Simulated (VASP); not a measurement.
# H5C2O2 in VASP: a series of runs

Runs on H5C2O2. Level: PBE+D3(BJ). Tasks: single point.

Everything below comes from runs of VASP 6.6.1. Logs are shortened: lines on timing, memory, paths and dates and some standing lists are left out, and cuts for length are marked.

**1. The cell of the first run**

The cell holds a disordered packing, 36 atoms: a = 7.937 Å, b = 7.937 Å, c = 7.937 Å, α = 90.00°, β = 90.00°, γ = 90.00°.

**2. Single point, PBE+D3(BJ)**

The input, INCAR:

```
ALGO = Normal
EDIFF = 1E-6
ENCUT = 520
GGA = PE
ISIF = 2
ISMEAR = -1
IVDW = 12
LASPH = T
LCHARG = F
LREAL = Auto
LWAVE = F
NBANDS = 74
NELM = 80
PREC = Accurate
SIGMA = 0.05
```

The input, KPOINTS:

```
k-points
0
Gamma
  1 1 1
```

The input, POSCAR:

```
H5C2O2
1.0
    7.9370050000      0.0000000000      0.0000000000
    0.0000000000      7.9370050000      0.0000000000
    0.0000000000      0.0000000000      7.9370050000
C O H
8 8 20
Direct
    0.7536343999      0.3008187597      0.0009827385
    0.8481536801      0.7273146483      0.5329340223
    0.4898321218      0.5273777703      0.5339671576
    0.1700011528      0.6403674938      1.0665232037
    0.1657174211      0.0752298884      0.9580943945
    0.5466923607      0.8764641071      0.1164293080
    0.2320522666      0.1157363514      0.5750405852
    0.8090583287      0.2302127818      0.5743854262
    0.5703032819      0.2988532828      0.0623660940
    1.0356173393      0.7494010650      0.4673299311
    0.4761619780      0.5744484223      0.6719285171
    0.1763637543      0.5346475150      1.1691311773
    0.1186467692      0.0775733416      1.1078612147
    0.5564441499      0.7241648456      0.0973415035
    0.0978076743      0.1645834921      0.6131531982
    0.6907265398      0.1672293264      0.6444622373
    0.7693708143      0.3162779915     -0.1320271311
    0.5457348206      0.4166433056      0.0586871244
    0.8427990155      0.4106460812      0.0644827614
    0.7886728054      0.1701397441      0.0467052748
    0.8158745018      0.8285493080      0.6053794851
    1.0760356079      0.6400273151      0.4008942920
    0.7284989741      0.7311826060      0.4392714884
    0.8426856226      0.6084662918      0.6098396057
    0.5983743238      0.4386037302      0.5007052408
    0.3970137350      0.6103057765      0.4361468841
    0.2010456085      0.7686022624      1.1126363156
    0.1299860590      0.6452559876      0.9263947799
    0.2753557545      0.1398512411      0.9109103497
    0.1248833786     -0.0449539845      0.8866316703
    0.5289904693      0.9580187993     -0.0085296658
    0.5707694527      0.9460999458      0.2398763765
    0.2738060515      0.1248203825      0.4249083880
    0.3163913844      0.0535970432      0.6585733536
    0.8729237288      0.3412496275      0.6268989373
    0.8656791825      0.1756330001      0.4555370697
```

Potentials or basis: VASP PAW PBE potentials, release 64 (C, O, H).

On the command line:

```sh
> cat potpaw_PBE.64/C/POTCAR potpaw_PBE.64/O/POTCAR potpaw_PBE.64/H/POTCAR > POTCAR
> mpirun -np 1 vasp_gam > vasp.out
```

OUTCAR:

```text
EDIFF = 1E-6
   ENCUT = 520
   GGA = PE
   ISIF = 2
   ISMEAR = -1
   IVDW = 12
   LASPH = T
   LREAL = Auto
   NELM = 80
   PREC = Accurate
 IVDW          = 12

 ion  position               nearest neighbor table
   1  0.754  0.301  0.001-  17 1.07  20 1.13  19 1.23   9 1.53
   2  0.848  0.727  0.533-  21 1.02  24 1.12  23 1.21  10 1.59
   3  0.490  0.527  0.534-  25 1.14  11 1.16  26 1.26
   4  0.170  0.640  0.067-  27 1.11  28 1.16  12 1.17
   5  0.166  0.075  0.958-  29 1.08  30 1.16  13 1.25
   6  0.547  0.876  0.116-  32 1.14  31 1.19  14 1.22
   7  0.232  0.116  0.575-  34 1.06  15 1.17  33 1.24
   8  0.809  0.230  0.574-  35 1.10  36 1.13  16 1.20
   9  0.570  0.299  0.062-  18 0.96   1 1.53
  10  0.036  0.749  0.467-  22 1.07   2 1.59
  11  0.476  0.574  0.672-   3 1.16
  12  0.176  0.535  0.169-   4 1.17
  13  0.119  0.078  0.108-   5 1.25
  14  0.556  0.724  0.097-   6 1.22
  15  0.098  0.165  0.613-   7 1.17
  16  0.691  0.167  0.644-   8 1.20
[... 18 lines left out ...]
  35  0.873  0.341  0.627-   8 1.10
  36  0.866  0.176  0.456-   8 1.13

  LATTYP: Found a simple cubic cell.
 ALAT       =     7.9370050000

  Lattice vectors:

 A1 = (   7.9370050000,   0.0000000000,   0.0000000000)
 A2 = (   0.0000000000,   7.9370050000,   0.0000000000)
 A3 = (   0.0000000000,   0.0000000000,   7.9370050000)

Analysis of symmetry for initial positions (statically):
=====================================================================
 Subroutine PRICEL returns:
 Original cell was already a primitive cell.

 Routine SETGRP: Setting up the symmetry group for a
 simple cubic supercell.

 Subroutine GETGRP returns: Found  1 space group operations
 (whereof  1 operations were pure point group operations)
 out of a pool of 48 trial point group operations.

The static configuration has the point symmetry C_1 .

Analysis of symmetry for dynamics (positions and initial velocities):
=====================================================================
 Subroutine PRICEL returns:
 Original cell was already a primitive cell.

 Routine SETGRP: Setting up the symmetry group for a
 simple cubic supercell.

 Subroutine GETGRP returns: Found  1 space group operations
 (whereof  1 operations were pure point group operations)
 out of a pool of 48 trial point group operations.

The dynamic configuration has the point symmetry C_1 .

 Subroutine INISYM returns: Found  1 space group operations
 (whereof  1 operations are pure point group operations),
 and found     1 'primitive' translations

----------------------------------------------------------------------------------------

                                     Primitive cell

  volume of cell :     500.0000

  direct lattice vectors                    reciprocal lattice vectors
     7.937005000  0.000000000  0.000000000     0.125992109  0.000000000  0.000000000
     0.000000000  7.937005000  0.000000000     0.000000000  0.125992109  0.000000000
     0.000000000  0.000000000  7.937005000     0.000000000  0.000000000  0.125992109

  length of vectors
     7.937005000  7.937005000  7.937005000     0.125992109  0.125992109  0.125992109

  position of ions in fractional coordinates (direct lattice)
     0.753634400  0.300818760  0.000982738
     0.848153680  0.727314648  0.532934022
     0.489832122  0.527377770  0.533967158
     0.170001153  0.640367494  0.066523204
     0.165717421  0.075229888  0.958094395
     0.546692361  0.876464107  0.116429308
[... 28 lines left out ...]
     0.872923729  0.341249627  0.626898937
     0.865679183  0.175633000  0.455537070

  ion indices of the primitive-cell ions
   primitive index   ion index
                 1           1
                 2           2
                 3           3
                 4           4
                 5           5
                 6           6
[... 28 lines left out ...]
                35          35
                36          36

----------------------------------------------------------------------------------------

 KPOINTS: k-points

Automatic generation of k-mesh.
[... 46 lines left out ...]
   PSTRESS=    0.0 pullay stress
   NELECT =     100.0000    total number of electrons
   NUPDOWN=      -1.0000    fix difference up-down
   EMIN   =  10.00;   EMAX   =-10.00  energy-range for DOS
   EFERMI =   0.00;   METHOD = LEGACY
   ISMEAR =    -1;   SIGMA  =   0.05  broadening in eV -4-tet -1-fermi 0-gaus
   EFERMI_NEDOS =   21; number of points for ismear=-14 and -15
   IALGO  =     38    algorithm
   IMIX   =      4    mixing-type and parameters
     AMIX     =   0.40;   BMIX     =  1.00
     AMIX_MAG =   1.60;   BMIX_MAG =  1.00
  volume/ion in A,a.u.               =      13.89        93.73
  Fermi-wavevector in a.u.,A,eV,Ry     =   0.957381  1.809188 12.470808  0.916579
  Thomas-Fermi vector in A             =   2.086394
   LORBIT       =      0    0 simple, 1 ext, 2 COOP (PROOUT), +10 PAW based schemes
   GGA     = PE    functional components
   LHFCALC =     F    Hartree Fock is set to
   AEXX    =    0.0000 exact exchange contribution
   IVDW    =    12    specifies the selected vdW correction
   LEPSILON=     F    determine dielectric tensor
   LRPA    =     F    only Hartree local field effects (RPA)
 non-spin polarized calculation
  energy-cutoff  :      520.00
  volume of cell :      500.00
 maximum number of plane-waves:      6699
 NGX is ok and might be reduce to    60
   NGX = 29   NGY = 29   NGZ = 29

 number of electron     100.0000000 magnetization

 number of electron      99.9999990 magnetization

 Free energy of the ion-electron system (eV)
  ---------------------------------------------------
  ext. energy  EPLUGINS =         0.00000000
  ---------------------------------------------------
  free energy    TOTEN  =      -190.84795124 eV

  energy without entropy =     -190.84795124  energy(sigma->0) =     -190.84795124

 E-fermi :  -1.7958     XC(G=0):  -6.2008

 val. band max:       -3.0519328697   @ k =   0.0000   0.0000   0.0000
 cond. band min:      -0.0882474182   @ k =   0.0000   0.0000   0.0000
 fundamental gap:      2.9636854515
 Fermi energy:        -1.7958306000

 k-point     1 :       0.0000    0.0000    0.0000
  band No.  band energies     occupation
      1     -24.8561      2.00000
      2     -24.6486      2.00000
      3     -24.5252      2.00000
      4     -23.9212      2.00000
      5     -23.9021      2.00000
      6     -23.2334      2.00000
[... 54 lines left out ...]
     61       3.4714      0.00000
     62       3.6995      0.00000
 [bands above 62 left out]

------------------------ aborting loop because EDIFF is reached ----------------------------------------

 Edisp (eV)   -1.25413

 E8    (eV) :    -0.2806

  FORCE on cell =-STRESS in cart. coord.  units (eV):
  Direction    XX          YY          ZZ          XY          YZ          ZX
  --------------------------------------------------------------------------------------
  -------------------------------------------------------------------------------------
  Total      -7.45791    -0.88600    -1.13139    -1.48901     0.81015    -0.38770
  in kB     -23.89780    -2.83907    -3.62538    -4.77132     2.59602    -1.24233
  external pressure =      -10.12 kB  Pullay stress =        0.00 kB

 VOLUME and BASIS-vectors are now :
 -----------------------------------------------------------------------------
  energy-cutoff  :      520.00
  volume of cell :      500.00
      direct lattice vectors                 reciprocal lattice vectors
     7.937005000  0.000000000  0.000000000     0.125992109  0.000000000  0.000000000
     0.000000000  7.937005000  0.000000000     0.000000000  0.125992109  0.000000000
     0.000000000  0.000000000  7.937005000     0.000000000  0.000000000  0.125992109

 POSITION                                       TOTAL-FORCE (eV/Angst)
 -----------------------------------------------------------------------------------
      5.98160      2.38760      0.00780         0.085473      0.035878      3.209898
      6.73180      5.77270      4.22990         0.946987     -2.796887     -2.833052
      3.88780      4.18580      4.23810        -0.463942      0.997452     -5.247091
      1.34930      5.08260      0.52800        -0.112004      4.681674     -2.445210
      1.31530      0.59710      7.60440        -0.778155     -3.351212      2.196744
      4.33910      6.95650      0.92410         0.526342      0.785485     -1.878289
[... 28 lines left out ...]
      6.92840      2.70850      4.97570         0.148076      0.505221     -0.029678
      6.87090      1.39400      3.61560        -0.395427      0.411379      0.316976
 -----------------------------------------------------------------------------------
    total drift:                                0.005460     -0.013544     -0.000917

  FREE ENERGIE OF THE ION-ELECTRON SYSTEM (eV)
  ---------------------------------------------------
  free  energy   TOTEN  =      -192.1020790496 eV

  energy  without entropy=     -192.1020790496  energy(sigma->0) =     -192.10207905
```

Wall time 34 s (1 thread of AMD EPYC 9R45 (Zen 5), shared host); peak memory 0.41 GiB.

What came out:

| Quantity | Value |
| --- | --- |
| Free energy | -192.1021 eV |
| Pressure | -1.0 GPa |
| Largest force | 5.589 eV/Å |
| Band gap on the k mesh | 2.96 eV |
| Dispersion energy per atom | -0.035 eV |

Forces in eV/Å, atoms in the order of the input:
```
C    0.085  0.036  3.210
C    0.947 -2.797 -2.833
C   -0.464  0.997 -5.247
C   -0.112  4.682 -2.445
C   -0.778 -3.351  2.197
C    0.526  0.785 -1.878
C    2.528 -0.657 -4.941
C    0.816 -0.097 -1.444
O    2.393  0.038 -0.900
O   -2.030 -2.120 -0.589
O   -0.372  0.978  5.370
O   -0.286 -4.142  2.057
O    0.383  0.978 -1.500
O   -0.108  0.124  0.695
O   -2.681  1.198  1.669
O   -1.249 -0.950  0.573
H   -0.468 -0.105 -0.715
H   -0.780  1.046  0.071
H   -1.839 -2.074 -0.638
H    0.511  1.207 -0.621
H    0.141  2.487  1.960
H   -1.330  2.301  1.452
H    2.454 -0.481  0.504
H    0.010  0.724 -0.522
H   -1.052  0.260 -0.645
H    1.675 -2.171  0.484
H    0.040  0.497 -0.347
H    0.224 -1.097  0.805
H    0.409  1.232 -0.315
H    0.076  1.294 -0.257
H    0.018 -0.510  1.781
H   -0.327 -0.418 -0.594
H   -0.297 -0.134  2.271
H    1.184 -0.680  1.046
H    0.148  0.505 -0.030
H   -0.395  0.411  0.317
```

Levels at points of the mesh, in eV from the valence-band top:
```csv
k point,band 47,band 48,band 49,band 50,band 51,band 52,band 53,band 54
"(0.00, 0.00, 0.00)",-0.27,-0.13,-0.06,0.00,2.96,3.06,3.13,3.48
```

Caveat: the k points lie up to 0.79 Å⁻¹ apart; the atoms stand as in a frame of molecular dynamics.

[end of part 1 of 2]
